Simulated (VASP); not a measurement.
# Si3N4 (P6_3/m) in VASP: single point with PBE

Aim: the single point of Si3N4 with PBE.

All numbers are computed with VASP 6.6.1; they aren't measurements. Logs are shortened: lines on timing, memory, paths and dates and some standing lists are left out, and cuts for length are marked.

## 1. The cell of the first run

The structure is hexagonal, space group P6_3/m (No. 176). Conventional cell: a = 7.602 Å, b = 7.602 Å, c = 2.906 Å, α = 90.00°, β = 90.00°, γ = 120.00°. Si (site symmetry m) has 4 N at 1.73 to 1.74 Å within 2.3 Å. Within 2.3 Å of N (site symmetry m) lie 3 Si at 1.73 to 1.74 Å. Within 2.3 Å of N (site symmetry -6) lie 3 Si at 1.73 Å.

## 2. Single point, PBE

The input, INCAR:

```
PREC = Accurate
ENCUT = 520
EDIFF = 1E-6
ISMEAR = -1
SIGMA = 0.02
LREAL = F
LASPH = T
NELM = 80
ALGO = Normal
ISIF = 2
LWAVE = F
LCHARG = F
GGA = PE
NBANDS = 45
```

The input, KPOINTS:

```
Automatic mesh
0
Gamma
  4 4 10
```

The input, POSCAR:

```
Si3N4
1.0
    7.6015000000      0.0000000000      0.0000000000
   -3.8007500000      6.5830921069      0.0000000000
    0.0000000000      0.0000000000      2.9061000000
Si N
6 8
Direct
    0.7679661629      0.1740793965      0.2500000000
    0.5938867664      0.7679661629      0.7500000000
    0.8259206035      0.5938867664      0.2500000000
    0.2320338371      0.8259206035      0.7500000000
    0.4061132336      0.2320338371      0.2500000000
    0.1740793965      0.4061132336      0.7500000000
    0.0299499689      0.3298831158      0.2500000000
    0.7000668531      0.0299499689      0.7500000000
    0.6701168842      0.7000668531      0.2500000000
    0.9700500311      0.6701168842      0.7500000000
    0.2999331469      0.9700500311      0.2500000000
    0.3298831158      0.2999331469      0.7500000000
    0.6666666667      0.3333333333      0.2500000000
    0.3333333333      0.6666666667      0.7500000000
```

Potentials or basis: VASP PAW PBE potentials, release 64 (Si, N).

Started as:

```
$ cat potpaw_PBE.64/Si/POTCAR potpaw_PBE.64/N/POTCAR > POTCAR
$ mpirun -np 1 vasp_std > vasp.out
```

OUTCAR:

```text
PREC = Accurate
   ENCUT = 520
   EDIFF = 1E-6
   ISMEAR = -1
   LREAL = F
   LASPH = T
   NELM = 80
   ISIF = 2
   GGA = PE

 ion  position               nearest neighbor table
   1  0.768  0.174  0.250-  13 1.73   7 1.73   8 1.74   8 1.74   5 3.00   3 3.00   6 3.05   6 3.05
                             2 3.05   2 3.05
   2  0.594  0.768  0.750-  14 1.73   8 1.73   9 1.74   9 1.74   4 3.00   6 3.00   3 3.05   3 3.05
                             1 3.05   1 3.05
   3  0.826  0.594  0.250-  13 1.73   9 1.73  10 1.74  10 1.74   5 3.00   1 3.00   2 3.05   2 3.05
                             4 3.05   4 3.05
   4  0.232  0.826  0.750-  14 1.73  10 1.73  11 1.74  11 1.74   2 3.00   6 3.00   3 3.05   3 3.05
                             5 3.05   5 3.05
   5  0.406  0.232  0.250-  13 1.73  11 1.73  12 1.74  12 1.74   1 3.00   3 3.00   6 3.05   6 3.05
                             4 3.05   4 3.05
   6  0.174  0.406  0.750-  14 1.73  12 1.73   7 1.74   7 1.74   2 3.00   4 3.00   5 3.05   5 3.05
                             1 3.05   1 3.05
   7  0.030  0.330  0.250-   1 1.73   6 1.74   6 1.74
   8  0.700  0.030  0.750-   2 1.73   1 1.74   1 1.74
   9  0.670  0.700  0.250-   3 1.73   2 1.74   2 1.74
  10  0.970  0.670  0.750-   4 1.73   3 1.74   3 1.74
  11  0.300  0.970  0.250-   5 1.73   4 1.74   4 1.74
  12  0.330  0.300  0.750-   6 1.73   5 1.74   5 1.74
  13  0.667  0.333  0.250-   1 1.73   3 1.73   5 1.73
  14  0.333  0.667  0.750-   4 1.73   6 1.73   2 1.73

  LATTYP: Found a hexagonal cell.
 ALAT       =     7.6015000000
 C/A-ratio  =     0.3823061238

  Lattice vectors:

 A1 = (   7.6015000000,   0.0000000000,   0.0000000000)
 A2 = (  -3.8007500000,   6.5830921069,   0.0000000000)
 A3 = (   0.0000000000,   0.0000000000,   2.9061000000)

Analysis of symmetry for initial positions (statically):
=====================================================================
 Subroutine PRICEL returns:
 Original cell was already a primitive cell.

 Routine SETGRP: Setting up the symmetry group for a
 hexagonal supercell.

 Subroutine GETGRP returns: Found 12 space group operations
 (whereof  6 operations were pure point group operations)
 out of a pool of 24 trial point group operations.

The static configuration has the point symmetry S_6 .
 The point group associated with its full space group is C_6h.

Analysis of symmetry for dynamics (positions and initial velocities):
=====================================================================
 Subroutine PRICEL returns:
 Original cell was already a primitive cell.

 Routine SETGRP: Setting up the symmetry group for a
 hexagonal supercell.

 Subroutine GETGRP returns: Found 12 space group operations
 (whereof  6 operations were pure point group operations)
 out of a pool of 24 trial point group operations.

The dynamic configuration has the point symmetry S_6 .
 The point group associated with its full space group is C_6h.

 Subroutine INISYM returns: Found 12 space group operations
 (whereof  6 operations are pure point group operations),
 and found     1 'primitive' translations

----------------------------------------------------------------------------------------

                                     Primitive cell

  volume of cell :     145.4252

  direct lattice vectors                    reciprocal lattice vectors
     7.601500000  0.000000000  0.000000000     0.131552983  0.075952150  0.000000000
    -3.800750000  6.583092107  0.000000000     0.000000000  0.151904300  0.000000000
     0.000000000  0.000000000  2.906100000     0.000000000  0.000000000  0.344103782

  length of vectors
     7.601500000  7.601500000  2.906100000     0.151904300  0.151904300  0.344103782

  position of ions in fractional coordinates (direct lattice)
     0.767966163  0.174079396  0.250000000
     0.593886766  0.767966163  0.750000000
     0.825920604  0.593886766  0.250000000
     0.232033837  0.825920604  0.750000000
     0.406113234  0.232033837  0.250000000
     0.174079396  0.406113234  0.750000000
     0.029949969  0.329883116  0.250000000
     0.700066853  0.029949969  0.750000000
     0.670116884  0.700066853  0.250000000
     0.970050031  0.670116884  0.750000000
     0.299933147  0.970050031  0.250000000
     0.329883116  0.299933147  0.750000000
     0.666666667  0.333333333  0.250000000
     0.333333333  0.666666667  0.750000000

  ion indices of the primitive-cell ions
   primitive index   ion index
                 1           1
                 2           2
                 3           3
                 4           4
                 5           5
                 6           6
                 7           7
                 8           8
                 9           9
                10          10
                11          11
                12          12
                13          13
                14          14

----------------------------------------------------------------------------------------

 KPOINTS: Automatic mesh

Automatic generation of k-mesh.
 Grid dimensions read from file:
 generate k-points for:    4    4   10

 Generating k-lattice:

  Cartesian coordinates                     Fractional coordinates (reciprocal lattice)
     0.032888246  0.018988038  0.000000000     0.250000000  0.000000000  0.000000000
     0.000000000  0.037976075  0.000000000     0.000000000  0.250000000  0.000000000
     0.000000000  0.000000000  0.034410378     0.000000000  0.000000000  0.100000000

  Length of vectors
     0.037976075  0.037976075  0.034410378

  Shift w.r.t. Gamma in fractional coordinates (k-lattice)
     0.000000000  0.000000000  0.000000000

 Subroutine IBZKPT returns following result:
 ===========================================

 Found     24 irreducible k-points:

 Following reciprocal coordinates:
            Coordinates               Weight
  0.000000  0.000000  0.000000      1.000000
  0.250000 -0.000000  0.000000      6.000000
  0.500000 -0.000000  0.000000      3.000000
  0.250000  0.250000  0.000000      6.000000
  0.000000  0.000000  0.100000      2.000000
  0.250000 -0.000000  0.100000     12.000000
[... 16 lines left out ...]
  0.500000 -0.000000  0.500000      3.000000
  0.250000  0.250000  0.500000      6.000000
   k-points           NKPTS =     24   k-points in BZ     NKDIM =     24   number of bands    NBANDS=     45
   number of dos      NEDOS =    301   number of ions     NIONS =     14
   total plane-waves  NPLWV =  86400
   dimension x,y,z NGX =    60 NGY =   60 NGZ =   24
   dimension x,y,z NGXF=   120 NGYF=  120 NGZF=   48
   ions per type =               6   8
   NGX,Y,Z   is equivalent  to a cutoff of  13.12, 13.12, 13.73 a.u.
   NGXF,Y,Z  is equivalent  to a cutoff of  26.24, 26.24, 27.46 a.u.
 SYSTEM =  unknown system
   PREC   = accura    normal or accurate (medium, high low for compatibility)
   ISTART =      0    job   : 0-new  1-cont  2-samecut
   ICHARG =      2    charge: 1-file 2-atom 10-const
   ISPIN  =      1    spin polarized calculation?
   LNONCOLLINEAR =      F non collinear calculations
   LSORBIT =      F    spin-orbit coupling
   LASPH  =      T    aspherical Exc in radial PAW
   ENCUT  =  520.0 eV  38.22 Ry    6.18 a.u.  14.13 14.13  5.40*2*pi/ulx,y,z
   NELM   =     80;   NELMIN=  2; NELMDL= -5     # of ELM steps
   EDIFF  = 0.1E-05   stopping-criterion for ELM
   LREAL  =      F    real-space projection
   EDIFFG = 0.1E-04   stopping-criterion for IOM
   NSW    =      0    number of steps for IOM
   IBRION =     -1    ionic relax: 0-MD 1-quasi-New 2-CG
   NFREE  =      0    steps in history (QN), initial steepest desc. (CG)
   ISIF   =      2    stress and relaxation
   ISYM   =      2    0-nonsym 1-usesym 2-fastsym
   POTIM  = 0.5000    time-step for ionic-motion
   TEBEG  =    0.0;   TEEND  =   0.0 temperature during run
   PSTRESS=    0.0 pullay stress
   NELECT =      64.0000    total number of electrons
   NUPDOWN=      -1.0000    fix difference up-down
   EMIN   =  10.00;   EMAX   =-10.00  energy-range for DOS
   EFERMI =   0.00;   METHOD = LEGACY
   ISMEAR =    -1;   SIGMA  =   0.02  broadening in eV -4-tet -1-fermi 0-gaus
   EFERMI_NEDOS =   21; number of points for ismear=-14 and -15
   IALGO  =     38    algorithm
   IMIX   =      4    mixing-type and parameters
     AMIX     =   0.40;   BMIX     =  1.00
     AMIX_MAG =   1.60;   BMIX_MAG =  1.00
  volume/ion in A,a.u.               =      10.39        70.10
  Fermi-wavevector in a.u.,A,eV,Ry     =   1.245245  2.353172 21.097680  1.550636
  Thomas-Fermi vector in A             =   2.379476
   LORBIT       =      0    0 simple, 1 ext, 2 COOP (PROOUT), +10 PAW based schemes
   GGA     = PE    functional components
[... 5 lines left out ...]
 non-spin polarized calculation
  energy-cutoff  :      520.00
  volume of cell :      145.43
 maximum number of plane-waves:      3965
 NGX is ok and might be reduce to    60
   NGX = 29   NGY = 29   NGZ = 11

 number of electron      63.9999992 magnetization

 Free energy of the ion-electron system (eV)
  ---------------------------------------------------
  ext. energy  EPLUGINS =         0.00000000
  ---------------------------------------------------
  free energy    TOTEN  =      -114.48826253 eV

  energy without entropy =     -114.48826253  energy(sigma->0) =     -114.48826253

 E-fermi :   7.2362     XC(G=0): -10.8125

 val. band max:        6.7780197275   @ k =   0.0000   0.0000   0.2000
 cond. band min:      11.1033162235   @ k =   0.0000   0.0000   0.0000
 fundamental gap:      4.3252964960
 Fermi energy:         7.2361715161

 k-point     1 :       0.0000    0.0000    0.0000
  band No.  band energies     occupation
      1     -11.4529      2.00000
      2      -9.9885      2.00000
      3      -9.9885      2.00000
      4      -9.3445      2.00000
      5      -9.2168      2.00000
      6      -9.2168      2.00000
[... 1117 lines left out ...]
     43      14.4212      0.00000
     44      14.4212      0.00000
 [bands above 44 left out]

------------------------ aborting loop because EDIFF is reached ----------------------------------------

  FORCE on cell =-STRESS in cart. coord.  units (eV):
  Direction    XX          YY          ZZ          XY          YZ          ZX
  --------------------------------------------------------------------------------------
  -------------------------------------------------------------------------------------
  Total        4.9818659      4.9818659      4.8249722     -0.0000000      0.0000000      0.0000000
  in kB       54.8861580     54.8861580     53.1576297     -0.0000005      0.0000000      0.0000000
  external PRESSURE =      54.3099819 kB  Pullay stress =       0.0000000 kB

 VOLUME and BASIS-vectors are now :
 -----------------------------------------------------------------------------
  energy-cutoff  :      520.00
  volume of cell :      145.43
      direct lattice vectors                 reciprocal lattice vectors
     7.601500000  0.000000000  0.000000000     0.131552983  0.075952150  0.000000000
    -3.800750000  6.583092107  0.000000000     0.000000000  0.151904300  0.000000000
     0.000000000  0.000000000  2.906100000     0.000000000  0.000000000  0.344103782

 POSITION                                       TOTAL-FORCE (eV/Angst)
 -----------------------------------------------------------------------------------
      5.17606      1.14598      0.72652        -0.012053     -0.006159     -0.000000
      1.59558      5.05559      2.17957        -0.000693     -0.013518     -0.000000
      4.02102      3.90961      0.72652         0.011360     -0.007359      0.000000
     -1.37531      5.43711      2.17957         0.012053      0.006159      0.000000
      2.20517      1.52750      0.72652         0.000693      0.013518     -0.000000
     -0.22027      2.67348      2.17957        -0.011360      0.007359     -0.000000
     -1.02614      2.17165      0.72652        -0.000092     -0.011516     -0.000000
      5.20773      0.19716      2.17957         0.009928     -0.005837     -0.000000
      2.43311      4.60860      0.72652         0.010019      0.005679     -0.000000
      4.82689      4.41144      2.17957         0.000092      0.011516      0.000000
     -1.40698      6.38593      0.72652        -0.009928      0.005837     -0.000000
      1.36764      1.97449      2.17957        -0.010019     -0.005679      0.000000
      3.80075      2.19436      0.72652         0.000000     -0.000000      0.000000
     -0.00000      4.38873      2.17957         0.000000     -0.000000     -0.000000
 -----------------------------------------------------------------------------------
    total drift:                               -0.000000      0.000000     -0.000000

  FREE ENERGIE OF THE ION-ELECTRON SYSTEM (eV)
  ---------------------------------------------------
  free  energy   TOTEN  =      -114.4882625337 eV

  energy  without entropy=     -114.4882625337  energy(sigma->0) =     -114.48826253
```

It took 3.4 min on 1 thread of Intel Xeon Platinum 8488C (Sapphire Rapids), shared host; peak memory 0.32 GiB.

Results:

| Item | Value |
| --- | --- |
| Free energy | -114.4883 eV |
| Pressure | 5.4 GPa |
| Largest force | 0.014 eV/Å |
| Band gap on the k mesh | 4.33 eV (least direct gap 4.52 eV) |

Forces in eV/Å, atoms in the order of the input:
```
Si  -0.012 -0.006  0.000
Si  -0.001 -0.014  0.000
Si   0.011 -0.007  0.000
Si   0.012  0.006  0.000
Si   0.001  0.014  0.000
Si  -0.011  0.007  0.000
N    0.000 -0.012  0.000
N    0.010 -0.006  0.000
N    0.010  0.006  0.000
N    0.000  0.012  0.000
N   -0.010  0.006  0.000
N   -0.010 -0.006  0.000
N    0.000  0.000  0.000
N    0.000  0.000  0.000
```

Levels at points of the mesh, in eV from the valence-band top:
| k point | band 30 | band 31 | band 32 | band 33 | band 34 | band 35 |
| --- | --- | --- | --- | --- | --- | --- |
| (0.00, 0.00, 0.00) | -0.46 | -0.39 | -0.19 | 4.33 | 4.77 | 4.91 |
| (0.50, 0.00, 0.00) | -0.77 | -0.33 | -0.25 | 4.64 | 4.72 | 4.88 |
| (0.00, 0.00, 0.50) | -1.62 | -1.35 | -1.35 | 4.73 | 4.73 | 4.73 |
| (0.50, 0.00, 0.50) | -1.50 | -1.05 | -1.05 | 4.81 | 4.81 | 5.87 |

Caveat: the cell stands under pressure.
